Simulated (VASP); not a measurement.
Runs of VASP 6.6.1 on Al14WO24 (a cell with a defect). The cells are those of the table. 

```tsv
level	potentials or basis	k mesh	cutoff (eV)	smearing	gap on the mesh (eV)	pressure (GPa)	largest force (eV/Å)
PBE	VASP PAW PBE potentials, release 64 (W_sv, Al, O)	1 × 1 × 1, shifted	520	gaussian 0.01 eV	2.24	(c)	0.27
LDA	VASP PAW LDA potentials, release 64 (W_sv, Al, O)	1 × 1 × 1, shifted	520	fermi-dirac 0.01 eV	2.17	-6.4	0.33
r2SCAN	VASP PAW PBE potentials, release 64 (W_sv, Al, O)	1 × 1 × 1, shifted	580	fermi-dirac 0.01 eV	(a)	(b)	0.29
PBE	VASP PAW PBE potentials, release 64 (W_sv, Al, O)	1 × 1 × 1	520	fermi-dirac 0.01 eV	2.08	5.6	0.83
```

Alike in all rows: task single point; no spin polarisation; cell a = 5.181, b = 10.361, c = 10.361 Å, angles 55.3°, 39 atoms.

Question: Estimate the missing entries.

Answer: (a) 2.53; (b) -2.8; (c) 4.9.

Caveats: all runs use coarse meshes; spin-orbit coupling is left out, which moves the levels of the heavy elements; the PAW data sets were made with another functional, which shifts forces and pressure a little (at least some runs).

A k mesh can miss the band edges, and the runs leave out spin-orbit coupling on W.
